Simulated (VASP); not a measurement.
# Si16C15 (a cell with a defect) in VASP: further runs

The runs below take Si16C15 (a cell with a defect) through single point, with LDA.

Program: VASP 6.6.1. These are calculated values, not measurements. Logs are shortened: lines on timing, memory, paths and dates and some standing lists are left out, and cuts for length are marked.

## (1) The cell of the first run

The cell holds a defect, 31 atoms: a = 6.117 Å, b = 6.117 Å, c = 10.012 Å, α = 90.00°, β = 90.00°, γ = 120.00°.

## (2) Single point, LDA (atoms taken out, then relaxed in part)

File INCAR:

```
SYSTEM = Si16C15
PREC = Accurate
ENCUT = 520
EDIFF = 1E-6
ISMEAR = 0
SIGMA = 0.01
LREAL = Auto
LASPH = .True.
NELM = 80
ALGO = Normal
ISIF = 2
LWAVE = .False.
LCHARG = .False.
GGA = CA
NELECT = 126.0
NBANDS = 83
```

File KPOINTS:

```
regular mesh
0
Gamma
  2 2 2
  0 0 0
```

File POSCAR:

```
Si16C15
1.0
    3.0584217931     -5.2973419482      0.0000000000
   -6.1168435962      0.0000000057      0.0000000000
    0.0000000000      0.0000000000    -10.0121483307
Si C
16 15
Direct
    0.3337105071      0.1681431625      0.0667852055
    0.8322531607      0.1651221353      0.0629312767
    0.3368510741      0.6697045867      0.0629155097
    0.8322523923      0.6696849959      0.0629099352
    0.1669425805      0.3351680777      0.5614308086
    0.6677782112      0.3351681854      0.5614677283
    0.1669421917      0.8343323307      0.5614429128
    0.6673117634      0.8349516239      0.5624641580
    0.0262982251      0.0143530455      0.3138450668
    0.4877664355      0.0141983321      0.3139522891
    0.0005392091      0.5015149455      0.3110544069
    0.4877539582      0.4759570198      0.3139112248
    0.5011616937      0.5029544290      0.8119461106
    1.0004694094      0.5014969190      0.8126975944
    0.5011394567      1.0007889004      0.8119669257
    0.9990159679      1.0007884750      0.8119237900
    0.8340595883      0.1685592120      0.2502456294
    0.3335378619      0.6679993949      0.2502468977
    0.8340497370      0.6679927656      0.2502291192
    0.1667866006      0.3351650670      0.7500129248
    0.6677810355      0.3351775999      0.7500430637
    0.1667730404      0.8341673420      0.7500236330
    0.6671061089      0.8348533089      0.7487950444
    0.5017133205      0.5038323291      0.5029572953
    1.0005372932      0.5015477211      0.4993896806
    0.5017007514      1.0004285329      0.5029745922
    0.9983800354      1.0004569027      0.5029247755
   -0.0023567109      0.0001028939      0.9962710710
    0.5018070395      0.0001361599      0.9963456083
    0.0004619505      0.5014975521      0.9996393630
    0.5018220913      0.5042606411      0.9963073773
```

Potentials or basis: VASP PAW LDA potentials, release 64 (Si, C).

On the command line:

```
$ cat potpaw_LDA.64/Si/POTCAR potpaw_LDA.64/C/POTCAR > POTCAR
$ mpirun -np 1 vasp_std > vasp.out
```

OUTCAR:

```text
SYSTEM = Si16C15
   PREC = Accurate
   ENCUT = 520
   EDIFF = 1E-6
   ISMEAR = 0
   LREAL = Auto
   LASPH = .True.
   NELM = 80
   ISIF = 2
   GGA = CA
   NELECT = 126.0

 ion  position               nearest neighbor table
   1  0.334  0.168  0.067-  29 1.92  28 1.92  31 1.92   9 2.96  12 2.96  10 2.96   2 3.06   4 3.06
                             3 3.06   3 3.06   4 3.06   2 3.06  15 3.11  16 3.11  13 3.11
   2  0.832  0.165  0.063-  29 1.87  28 1.87  17 1.88  30 1.89   3 3.03   4 3.03  11 3.06   1 3.06
                             1 3.06  15 3.06  16 3.06  14 3.07   4 3.09   3 3.09  10 3.11   9 3.11
   3  0.337  0.670  0.063-  29 1.87  31 1.87  18 1.88  30 1.89   2 3.03   4 3.03  11 3.06   1 3.06
                             1 3.06  15 3.06  13 3.06  14 3.07   4 3.09   2 3.09  10 3.11  12 3.11
   4  0.832  0.670  0.063-  31 1.87  28 1.87  19 1.88  30 1.89   3 3.03   2 3.03  11 3.06   1 3.06
                             1 3.06  13 3.06  16 3.06  14 3.07   2 3.09   3 3.09  12 3.11   9 3.11
   5  0.167  0.335  0.561-  27 1.87  24 1.87  25 1.87  20 1.89  12 3.01   9 3.01   6 3.05   7 3.05
                             8 3.06   8 3.06   7 3.06   6 3.06  11 3.06  13 3.07  16 3.07  14 3.07
   6  0.668  0.335  0.561-  26 1.87  24 1.87  25 1.87  21 1.89  12 3.01  10 3.01   7 3.05   5 3.05
                             8 3.06   8 3.06   5 3.06   7 3.06  11 3.06  13 3.07  15 3.07  14 3.07
   7  0.167  0.834  0.561-  27 1.87  26 1.87  25 1.87  22 1.89  10 3.01   9 3.01   6 3.05   5 3.05
                             8 3.06   8 3.06   5 3.06   6 3.06  11 3.06  15 3.07  16 3.07  14 3.07
   8  0.667  0.835  0.562-  26 1.85  27 1.85  24 1.85  23 1.87  16 3.05  13 3.05  15 3.06   5 3.06
                             7 3.06   6 3.06   6 3.06   7 3.06   5 3.06  10 3.13  12 3.13   9 3.13
   9  0.026  0.014  0.314-  27 1.90  19 1.95  17 1.95  12 2.82  10 2.82   1 2.96   7 3.01   5 3.01
                            11 3.06  11 3.06   4 3.11   2 3.11   8 3.13
  10  0.488  0.014  0.314-  26 1.90  18 1.95  17 1.95   9 2.82  12 2.82   1 2.96   7 3.01   6 3.01
[... 14 lines left out ...]
  18  0.334  0.668  0.250-  11 1.87   3 1.88  10 1.95  12 1.95
  19  0.834  0.668  0.250-  11 1.87   4 1.88  12 1.95   9 1.95
  20  0.167  0.335  0.750-  14 1.87  16 1.88  13 1.88   5 1.89
  21  0.668  0.335  0.750-  14 1.87  13 1.88  15 1.88   6 1.89
  22  0.167  0.834  0.750-  14 1.87  16 1.88  15 1.88   7 1.89
  23  0.667  0.835  0.749-   8 1.87  16 1.87  13 1.87  15 1.87
  24  0.502  0.504  0.503-   8 1.85   6 1.87   5 1.87  12 1.90
  25  0.001  0.502  0.499-   6 1.87   5 1.87   7 1.87  11 1.89
  26  0.502  0.000  0.503-   8 1.85   6 1.87   7 1.87  10 1.90
  27  0.998  0.000  0.503-   8 1.85   7 1.87   5 1.87   9 1.90
  28  0.998  0.000  0.996-  16 1.85   4 1.87   2 1.87   1 1.92
  29  0.502  0.000  0.996-  15 1.85   3 1.87   2 1.87   1 1.92
  30  0.000  0.501  1.000-  14 1.87   2 1.89   3 1.89   4 1.89
  31  0.502  0.504  0.996-  13 1.85   3 1.87   4 1.87   1 1.92

  LATTYP: Found a hexagonal cell.
 ALAT       =     6.1168435962
 C/A-ratio  =     1.6368161411

  Lattice vectors:

 A1 = (   3.0584217931,  -5.2973419482,   0.0000000000)
 A2 = (  -6.1168435962,   0.0000000057,   0.0000000000)
 A3 = (   0.0000000000,   0.0000000000, -10.0121483307)

Analysis of symmetry for initial positions (statically):
[... 185 lines left out ...]
     AMIX     =   0.40;   BMIX     =  1.00
     AMIX_MAG =   1.60;   BMIX_MAG =  1.00
  volume/ion in A,a.u.               =      10.47        70.62
  Fermi-wavevector in a.u.,A,eV,Ry     =   1.194430  2.257146 19.410937  1.426664
  Thomas-Fermi vector in A             =   2.330420
   LORBIT       =      0    0 simple, 1 ext, 2 COOP (PROOUT), +10 PAW based schemes
   GGA     = CA    functional components
   LHFCALC =     F    Hartree Fock is set to
   AEXX    =    0.0000 exact exchange contribution
   IVDW    =     0    specifies the selected vdW correction
   LEPSILON=     F    determine dielectric tensor
   LRPA    =     F    only Hartree local field effects (RPA)
 non-spin polarized calculation
 Gauss-broadening in eV      SIGMA  =   0.01
  energy-cutoff  :      520.00
  volume of cell :      324.42
 maximum number of plane-waves:      8750
 NGX is ok and might be reduce to    48
   NGX = 23   NGY = 23   NGZ = 37

 number of electron     125.9999996 magnetization

 Free energy of the ion-electron system (eV)
  ---------------------------------------------------
  ext. energy  EPLUGINS =         0.00000000
  ---------------------------------------------------
  free energy    TOTEN  =      -231.54568405 eV

  energy without entropy =     -231.54568405  energy(sigma->0) =     -231.54568405

 E-fermi :  10.2610     XC(G=0): -11.6208

 val. band max:       10.2004969303   @ k =   0.0000   0.0000   0.0000
 cond. band min:      10.3494824898   @ k =   0.0000   0.0000   0.0000
 fundamental gap:      0.1489855594
 Fermi energy:        10.2609945706

 k-point     1 :       0.0000    0.0000    0.0000
  band No.  band energies     occupation
      1      -7.3786      2.00000
      2      -6.2228      2.00000
      3      -5.8809      2.00000
      4      -3.8936      2.00000
      5      -3.8908      2.00000
      6      -3.8906      2.00000
[... 613 lines left out ...]
     74      13.7366      0.00000
     75      13.8711      0.00000
 [bands above 75 left out]

------------------------ aborting loop because EDIFF is reached ----------------------------------------

  FORCE on cell =-STRESS in cart. coord.  units (eV):
  Direction    XX          YY          ZZ          XY          YZ          ZX
  --------------------------------------------------------------------------------------
  -------------------------------------------------------------------------------------
  Total       17.0816363     17.0646410     32.9749115     -0.0064799      0.0258450     -0.0108768
  in kB       84.3582174     84.2742854    162.8476750     -0.0320014      0.1276363     -0.0537157
  external PRESSURE =     110.4933926 kB  Pullay stress =       0.0000000 kB

 VOLUME and BASIS-vectors are now :
 -----------------------------------------------------------------------------
  energy-cutoff  :      520.00
  volume of cell :      324.42
      direct lattice vectors                 reciprocal lattice vectors
     3.058421793 -5.297341948  0.000000000    -0.000000000 -0.188773919  0.000000000
    -6.116843596  0.000000006  0.000000000    -0.163483010 -0.094386959  0.000000000
     0.000000000  0.000000000-10.012148331     0.000000000  0.000000000 -0.099878664

 POSITION                                       TOTAL-FORCE (eV/Angst)
 -----------------------------------------------------------------------------------
     -0.00788     -1.76778     -0.66866        -0.002184     -0.000127     -0.004001
      1.53535     -4.40873     -0.63008         0.000989     -0.000390      0.009538
     -3.06625     -1.78442     -0.62992         0.001962      0.001251      0.004655
     -1.55098     -4.40873     -0.62986         0.002798     -0.000911      0.005520
     -1.53959     -0.88435     -5.62113        -0.001852     -0.001501     -0.002161
     -0.00782     -3.53745     -5.62150        -0.001841     -0.001119      0.000271
[... 23 lines left out ...]
     -3.06617     -0.00245    -10.00854        -0.002837     -0.001036     -0.008428
     -1.54970     -2.65832     -9.97518         0.004504      0.004534     -0.009377
 -----------------------------------------------------------------------------------
    total drift:                                0.019543      0.011666      0.000787

  FREE ENERGIE OF THE ION-ELECTRON SYSTEM (eV)
  ---------------------------------------------------
  free  energy   TOTEN  =      -231.5456840528 eV

  energy  without entropy=     -231.5456840528  energy(sigma->0) =     -231.54568405
```

It took 2.7 min on 1 thread of Intel Xeon 6975P-C (Granite Rapids), shared host; peak memory 0.4 GiB.

What came out:

| Quantity | Value |
| --- | --- |
| Free energy | -231.5457 eV |
| Largest force | 0.016 eV/Å |

Forces in eV/Å, atoms in the order of the input:
```
Si  -0.002  0.000 -0.004
Si   0.001  0.000  0.010
Si   0.002  0.001  0.005
Si   0.003 -0.001  0.006
Si  -0.002 -0.002 -0.002
Si  -0.002 -0.001  0.000
Si   0.003  0.001 -0.003
Si   0.004  0.005  0.005
Si  -0.003 -0.005  0.001
Si  -0.010  0.001  0.005
Si  -0.001  0.000 -0.005
Si   0.004  0.001  0.001
Si   0.006  0.002 -0.003
Si  -0.001  0.001  0.002
Si  -0.002  0.001 -0.004
Si   0.000 -0.003 -0.005
C    0.004  0.001  0.005
C   -0.004  0.001  0.006
C   -0.005 -0.002  0.006
C    0.005 -0.003 -0.001
C    0.001  0.001 -0.001
C   -0.001 -0.002  0.000
C   -0.001 -0.002 -0.003
C    0.004  0.006  0.004
C   -0.003 -0.002  0.000
C   -0.001 -0.001  0.012
C    0.000 -0.002  0.010
C    0.001 -0.002 -0.016
C    0.000  0.001 -0.012
C   -0.003 -0.001 -0.008
C    0.005  0.005 -0.009
```

Levels at points of the mesh, in eV from the Fermi level:
```
           k point  band 59  band 60  band 61  band 62  band 63  band 64  band 65  band 66  band 67  band 68
(0.00, 0.00, 0.00)    -2.57    -2.31    -2.31    -0.55    -0.06    -0.06     0.09     0.09     0.53     0.82
(0.50, 0.00, 0.00)    -3.05    -2.94    -2.57    -1.63    -0.56     0.64     1.48     1.55     1.55     1.77
(0.00, 0.50, 0.00)    -3.05    -2.94    -2.57    -1.63    -0.56     0.64     1.48     1.55     1.55     1.77
(0.50, 0.50, 0.00)    -3.05    -2.94    -2.57    -1.63    -0.56     0.64     1.48     1.54     1.55     1.77
(0.00, 0.00, 0.50)    -2.61    -2.37    -2.37    -1.09     0.22     0.23     0.39     0.39     0.77     0.87
(0.50, 0.00, 0.50)    -3.15    -3.02    -2.81    -1.40    -0.25     0.52     1.61     1.64     1.68     1.76
(0.00, 0.50, 0.50)    -3.15    -3.02    -2.81    -1.40    -0.26     0.52     1.61     1.64     1.68     1.76
(0.50, 0.50, 0.50)    -3.15    -3.02    -2.81    -1.40    -0.26     0.52     1.61     1.64     1.68     1.76
```

Caveat: the k points lie up to 0.59 Å⁻¹ apart; the cell carries a net charge on a neutralising background, which shifts energy and pressure; the cell differs from its parent crystal (atoms taken out, then relaxed in part); the cell is charged against a uniform background, so pressure and absolute levels hang on convention.

## (3) Single point, LDA (atoms taken out, then relaxed in part)

File INCAR:

```
  ALGO = Normal
  EDIFF = 1E-6
  ENCUT = 520
  ISIF = 2
  ISMEAR = 0
  LASPH = True
  LCHARG = False
  LREAL = Auto
  LWAVE = False
  NBANDS = 83
  NELM = 100
  PREC = Accurate
  SIGMA = 0.01
```

File KPOINTS:

```
k-points
0
Gamma
  2 2 2
```

File POSCAR:

```
Si16C15
1.0
    3.0584217931     -5.2973419482      0.0000000000
   -6.1168435962      0.0000000057      0.0000000000
    0.0000000000      0.0000000000    -10.0121483307
Si C
16 15
Direct
    0.3334582346      0.1676229824      0.0652167781
    0.8339819514      0.1684486063      0.0618102164
    0.3327574704      0.6672541436      0.0618503955
    0.8339878594      0.6671742394      0.0618241926
    0.1672180893      0.3340546829      0.5622824856
    0.6665818370      0.3340351464      0.5622707842
    0.1672560466      0.8346385223      0.5622513956
    0.6670767995      0.8342843954      0.5612252408
   -0.0028926147     -0.0007218911      0.3113341901
    0.5021974698     -0.0007308669      0.3115134715
    0.0003807083      0.5009123761      0.3126757983
    0.5022688385      0.5047901565      0.3114765504
    0.4996985734      0.4997847528      0.8128559145
    1.0002542291      0.5009126057      0.8114838089
    0.4996629454      1.0015205485      0.8128181911
    1.0013670438      1.0014381511      0.8128367351
    0.8353354438      0.1708376068      0.2489242953
    0.3303866789      0.6661087383      0.2489418041
    0.8354120393      0.6659640418      0.2489271301
    0.1670413481      0.3340982922      0.7505378623
    0.6666766852      0.3341379613      0.7505271241
    0.1670429818      0.8344763980      0.7505041861
    0.6669379543      0.8342976154      0.7511492234
    0.4999221433      0.5000703845      0.4995816033
    1.0003413634      0.5008955736      0.4999374030
    0.4999740122      1.0013102322      0.4995802818
    1.0013179109      1.0013680560      0.4994980691
    0.0007744460      0.0012047690      1.0014657415
    0.4998869903      0.0013206769      1.0014854202
    0.0002529295      0.5009555694      0.9986384760
    0.4999078289      0.5003509005      1.0015380356
```

Potentials or basis: VASP PAW LDA potentials, release 64 (Si, C).

On the command line:

```
$ cat potpaw_LDA.64/Si/POTCAR potpaw_LDA.64/C/POTCAR > POTCAR
$ mpirun -np 1 vasp_std > vasp.out
```

Wall time 2.8 min (1 thread of Intel Xeon 6975P-C (Granite Rapids), shared host); peak memory 0.4 GiB.

The run converged. Its results:

| Quantity | Value |
| --- | --- |
| Free energy | -251.7184 eV |
| Pressure | -0.2 GPa |
| Largest force | 0.022 eV/Å |
| Band gap on the k mesh | 0.24 eV |

Forces on the atoms (eV/Å):
```
Si   0.005 -0.002  0.004
Si   0.000  0.004 -0.016
Si  -0.002  0.000 -0.011
Si   0.002  0.000 -0.016
Si   0.002  0.004  0.013
Si   0.001 -0.006  0.009
Si   0.000  0.005  0.009
Si   0.004 -0.004  0.000
Si  -0.001 -0.010 -0.013
Si  -0.010  0.010  0.000
Si   0.002  0.005 -0.001
Si   0.019  0.010 -0.005
Si   0.001  0.004  0.015
Si   0.003 -0.002  0.004
Si   0.000  0.001  0.011
Si  -0.002 -0.007  0.018
C   -0.011 -0.008  0.007
C    0.009  0.006  0.004
C    0.006  0.000  0.006
C   -0.006 -0.001  0.002
C   -0.005 -0.005  0.001
C   -0.001  0.001 -0.001
C   -0.001  0.001 -0.009
C    0.000 -0.003 -0.015
C    0.000  0.001  0.004
C   -0.009  0.001 -0.015
C   -0.003 -0.001 -0.014
C   -0.001  0.001  0.000
C    0.005 -0.003 -0.003
C   -0.002 -0.001  0.010
C   -0.003 -0.002  0.001
```

Stress tensor (GPa, compression positive):
```
 0.26  0.00 -0.01
 0.00  0.25  0.02
-0.01  0.02 -0.98
```

Levels at points of the mesh, in eV from the valence-band top:
```tsv
k point	band 58	band 59	band 60	band 61	band 62	band 63	band 64	band 65	band 66	band 67
(0.00, 0.00, 0.00)	-2.29	-2.09	-1.77	-1.77	0.00	0.62	0.62	0.75	0.75	1.06
(0.50, 0.00, 0.00)	-2.76	-2.54	-2.43	-2.18	-0.94	0.24	1.42	2.03	2.16	2.16
(0.00, 0.50, 0.00)	-2.76	-2.54	-2.43	-2.18	-0.94	0.24	1.42	2.03	2.16	2.16
(0.50, 0.50, 0.00)	-2.76	-2.54	-2.43	-2.18	-0.94	0.24	1.42	2.03	2.16	2.16
(0.00, 0.00, 0.50)	-2.21	-2.21	-1.81	-1.81	-0.48	0.93	0.94	1.03	1.03	1.26
(0.50, 0.00, 0.50)	-2.58	-2.54	-2.52	-2.49	-0.70	0.56	1.24	2.24	2.31	2.32
(0.00, 0.50, 0.50)	-2.58	-2.54	-2.52	-2.49	-0.70	0.56	1.24	2.24	2.31	2.32
(0.50, 0.50, 0.50)	-2.58	-2.54	-2.52	-2.49	-0.70	0.56	1.24	2.24	2.31	2.32
```

Caveat: the k points lie up to 0.59 Å⁻¹ apart; the cell differs from its parent crystal (atoms taken out, then relaxed in part); semilocal functionals underestimate gaps, and a narrow one can read as zero.
